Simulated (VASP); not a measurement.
Write the native input for VASP 6.6.1 that does the following.

```
Task                   : single point
Functional             : PBE
Potentials or basis    : VASP PAW PBE potentials, release 64 (Mg, Zn, O)
Cutoff                 : 520 eV
k mesh                 : 4 × 4 × 4
Occupations            : gaussian, width 0.2 eV
Spin                   : no spin polarisation
Dipole correction      : no
Further INCAR settings : ALGO = Normal; EDIFF = 1e-06; NBANDS = 37
```

The structure of MgZn4O lies in POSCAR:

```
MgZn4O
1.0
    4.8241874088      0.0000000000      0.0000000000
   -2.4120937044      4.1778688487      0.0000000000
    0.0000000000      0.0000000000      5.0345583249
Mg Zn O
1 4 1
Direct
    0.3333333333      0.6666666667      0.0000000000
    0.6666666667      0.3333333333      0.0000000000
    0.9975069026      0.4987534513      0.5000000000
    0.5012465487      0.4987534513      0.5000000000
    0.5012465487      0.0024930974      0.5000000000
    0.0000000000      0.0000000000      0.0000000000
```

These files were run (other wordings do the same):

INCAR

```
  PREC = Accurate
  ENCUT = 520
  EDIFF = 1E-6
  ISMEAR = 0
  SIGMA = 0.2
  LREAL = F
  LASPH = T
  NELM = 100
  ALGO = Normal
  ISIF = 2
  LWAVE = F
  LCHARG = F
  GGA = PE
  NBANDS = 37
```

KPOINTS

```
regular mesh
0
Gamma
  4 4 4
```

Potentials or basis: VASP PAW PBE potentials, release 64 (Mg, Zn, O).

The run is started by

```sh
$ cat potpaw_PBE.64/Mg/POTCAR potpaw_PBE.64/Zn/POTCAR potpaw_PBE.64/O/POTCAR > POTCAR
$ mpirun -np 1 vasp_std > vasp.out
```

It gave:

| Property | Result |
| --- | --- |
| Pressure | 0.3 GPa |
| Largest force | 0.012 eV/Å |
| Band gap on the k mesh | zero (band 28 reaches 3.34 eV, above the bottom of band 29 at 1.76 eV) |

Caveat: the k points lie up to 0.38 Å⁻¹ apart.

It took 42 s on 1 thread of AMD EPYC 9R45 (Zen 5) (shared host), peak memory 0.17 GiB.
